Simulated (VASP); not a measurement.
Input of a VASP 6.6.1 run:

File INCAR:

```
SYSTEM = Mo
  PREC = Accurate
  ENCUT = 520
  EDIFF = 1E-6
  ISMEAR = 0
  SIGMA = 0.15
  LREAL = .False.
  LASPH = .True.
  NELM = 60
  ALGO = Fast
  ISIF = 2
  LWAVE = .False.
  LCHARG = .False.
  GGA = PE
  NBANDS = 13
```

File KPOINTS:

```
regular mesh
0
Gamma
  22 22 22
  0 0 0
```

File POSCAR:

```
Mo
1.0
   -2.0355196918      1.6348388810      1.6348388810
    1.6348388810     -2.0355196918      1.6348388810
    1.6348388810      1.6348388810     -2.0355196918
Mo
1
Direct
    0.0000000000      0.0000000000      0.0000000000
```

Potentials or basis: VASP PAW PBE potentials, release 64 (Mo_sv).

The run is started by

```sh
$ cat potpaw_PBE.64/Mo_sv/POTCAR > POTCAR
$ mpirun -np 1 vasp_std > vasp.out
```

**Question.** Estimate the band gap on the k mesh.

**Answer.** Zero (band 7 reaches 13.74 eV, above the bottom of band 8 at 9.85 eV).

**Question.** Estimate the pressure.

**Answer.** 27.7 GPa.

Stress tensor (GPa, compression positive):
```
27.68 47.39 47.39
47.39 27.68 47.39
47.39 47.39 27.68
```
